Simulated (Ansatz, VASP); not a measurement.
## Rh: VASP beside Ansatz

Contents of INCAR:

```
PREC = Accurate
ENCUT = 520
EDIFF = 1E-7
ISMEAR = 0
SIGMA = 0.15
LREAL = F
LASPH = T
NELM = 80
ALGO = Fast
ISIF = 2
LWAVE = F
LCHARG = T
GGA = PE
LELF = T
LVHAR = T
NBANDS = 22
```

Contents of KPOINTS:

```
Automatic mesh
0
Gamma
  21 21 12
```

The input POSCAR:

```
Rh
1.0
    2.8079900208      0.0000000000      0.0000000000
   -1.4039950104      2.4317906915      0.0000000000
    0.0000000000      0.0000000000      4.0055977646
Rh
2
Direct
    0.6666666667      0.3333333333      0.7500000000
    0.3333333333      0.6666666667      0.2500000000
```

Input for Ansatz:

```yaml
crystal:
  lattice:
    - [2.8079900208, 0.0, 0.0]
    - [-1.4039950104, 2.4317906915, 0.0]
    - [0.0, 0.0, 4.0055977646]
  atoms:
    - { symbol: Rh, position: [0.6666666667, 0.3333333333, 0.75] }
    - { symbol: Rh, position: [0.3333333333, 0.6666666667, 0.25] }
basis:
  ecutwfc: 420
kpoints:
  mp_grid: { grid: [21, 21, 12] }
hamiltonian:
  xc: pbe
  pseudopotentials: { kind: paw, azcp: { folder: soft_1 } }
scf:
  occupations: { method: gaussian, width: 0.15 }
output:
  forces: true
  stress: true
  eigenvalues: true
```

Alike in both runs: task single point; functional PBE; k mesh 21 × 21 × 12; occupations gaussian, width 0.15 eV; no spin polarisation.

|  | VASP | Ansatz |
| --- | --- | --- |
| version | VASP 6.6.1 | Ansatz 0.2.0 |
| potentials or method | VASP PAW PBE potentials, release 64 (Rh_pv), cutoff 520 eV | scalar-relativistic, plane waves, PAW |
| valence electrons in the cell | 30 | 34 |

VASP gave:

| Item | Value |
| --- | --- |
| gap on the k mesh at the Fermi level (eV) | none |
| pressure (GPa) | 13.6 |
| traceless stress, the component that is largest in VASP (GPa) | 20.89 |

Task: Which values does Ansatz return?

Result: gap on the k mesh at the Fermi level (eV): none; pressure (GPa): 13.6; traceless stress, the component that is largest in VASP (GPa): 20.91.

A gap of «none» marks a metal or a gap that the smearing closes. With one functional, cell and mesh, what is left measures potentials, basis and numerics. VASP's potentials hold 30 valence electrons a cell and Ansatz's 34, so a difference there can come from the potentials and not from the codes.
